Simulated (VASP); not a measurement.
Crystal: SiO2.

```
Si O
1.0
     4.14120    0.00000    0.00000
     0.00000    4.14120    0.00000
     0.00000    0.00000    2.64247
Si O
2 4
Cartesian
  0.0000 0.0000 0.0000
  2.0706 2.0706 1.3212
  1.2678 1.2678 0.0000
  0.8028 3.3384 1.3212
  2.8734 2.8734 0.0000
  3.3384 0.8028 1.3212
```

- Program: VASP 6.6.1
- Task: relaxation of cell and atoms
- Functional: r2SCAN
- Potentials or basis: VASP PAW PBE potentials, release 64 (Si, O)
- Cutoff: 600 eV
- k mesh: 4 × 4 × 7
- Occupations: tetrahedron
- Spin: no spin polarisation

At the start: pressure 11.2 GPa; volume 7.55 Å³/atom.

**Question.** How do energy, volume and symmetry change on relaxing?

**Answer.** Over 7 steps the energy falls by 8.2 meV/atom and the volume is 7.79 Å³/atom (+3.1 %); space group P4_2/mnm (No. 136, to 0.1 Å) before and after.

Step by step:
```csv
step,energy change (eV),largest force (eV/Å),pressure (GPa),volume (Å³)
1,0.0000,0.2621,11.17,45.32
2,0.0695,0.5761,-14.77,48.86
3,-0.0482,0.1054,0.08,46.66
4,-0.0482,0.0987,0.29,46.63
5,-0.0488,0.0299,0.02,46.72
6,-0.0489,0.0017,0.08,46.70
7,-0.0489,0.0021,-0.06,46.73
```

Final structure:
```cif
data_structure
_symmetry_space_group_name_H-M 'P 1'
_symmetry_Int_Tables_number 1
_cell_length_a 4.1813
_cell_length_b 4.1813
_cell_length_c 2.6726
_cell_angle_alpha 90.000
_cell_angle_beta 90.000
_cell_angle_gamma 90.000
_cell_volume 46.73
loop_
_atom_site_label
_atom_site_type_symbol
_atom_site_fract_x
_atom_site_fract_y
_atom_site_fract_z
_atom_site_occupancy
Si1 Si 0.00000 0.00000 0.00000 1
Si2 Si 0.50000 0.50000 0.50000 1
O1 O 0.30589 0.30589 0.00000 1
O2 O 0.19411 0.80589 0.50000 1
O3 O 0.69411 0.69411 0.00000 1
O4 O 0.80589 0.19411 0.50000 1
```

Caveat: the PAW data sets were made with another functional, which shifts forces and pressure a little.
